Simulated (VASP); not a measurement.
The system is Cr.

```
Cr
1.0
     3.01758    0.00000    0.00000
     0.00000    3.01758    0.00000
     0.00000    0.00000    3.01758
Cr
2
Direct
  0.00000 0.00000 0.00000
  0.50000 0.50000 0.50000
```

Base run:

```yaml
Program: VASP 6.6.1
Functional: PBE
Potentials_or_basis: VASP PAW PBE potentials, release 64 (Cr_pv)
Cutoff: 520 eV
k_mesh: 11 × 11 × 11
Occupations: fermi-dirac, width 0.05 eV
Spin: collinear spin, antiferromagnetic start
Starting_moments: "[-3.0, 3.0] μB"
```

Its results: band gap on the k mesh zero (filled and empty bands overlap); pressure -16.3 GPa.

The run is repeated on the same cell with these changes: spin from collinear spin, antiferromagnetic start to no spin polarisation; further incar settings from ALGO = Normal; EDIFF = 1e-06; NBANDS = 23 to ALGO = Normal; EDIFF = 1e-07; NBANDS = 19. What comes out?

Band gap on the k mesh zero (bands 12 and 13 overlap by 0.72 eV); pressure -31.0 GPa.

Caveats: the cell stands under tension; an empty level that is flat over the whole mesh can mark a ghost state of the potentials, or a narrow d or f band (at least some runs).
